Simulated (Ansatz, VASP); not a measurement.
## One calculation of In3B2As, two programs

```
In B As
1.0
     5.04148    0.00000    0.00000
    -2.52074    4.36605    0.00000
     0.00000    0.00000    5.70756
In B As
3 2 1
Direct
  0.00000 0.00000 0.00000
  0.33333 0.66667 0.50000
  0.33333 0.66667 0.00000
  0.66667 0.33333 0.85933
  0.66667 0.33333 0.14067
  0.00000 0.00000 0.50000
```

Change from the starting cell: species swapped into the Sr2AlGa3 type (P-6m2, No. 187).

Alike in both runs: functional PBE; k mesh 6 × 6 × 2; occupations gaussian, width 0.1 eV; no spin polarisation.

Ansatz relaxed the structure, and its values are those at the end. VASP's run is a single point on that final structure, the one shown.

|  | VASP | Ansatz |
| --- | --- | --- |
| version | VASP 6.6.1 | Ansatz 0.2.0 |
| potentials or method | VASP PAW PBE potentials, release 64 (In_d, B, As), cutoff 520 eV | scalar-relativistic, plane waves, PAW |
| valence electrons in the cell | 50 | 60 |

Ansatz gave:

| Quantity | Value |
| --- | --- |
| gap on the k mesh at the Fermi level (eV) | none |
| pressure (GPa) | 0.1 |
| rms of the force components (eV/Å) | 0.010 |

Task: Which values does VASP return?

Result: gap on the k mesh at the Fermi level (eV): none; pressure (GPa): 0.1; rms of the force components (eV/Å): 0.004.

A gap of «none» marks a metal or a gap that the smearing closes. VASP's potentials hold 50 valence electrons a cell and Ansatz's 60, so a difference there can come from the potentials and not from the codes.

The k mesh is coarse, so the values compare programs but aren't converged.
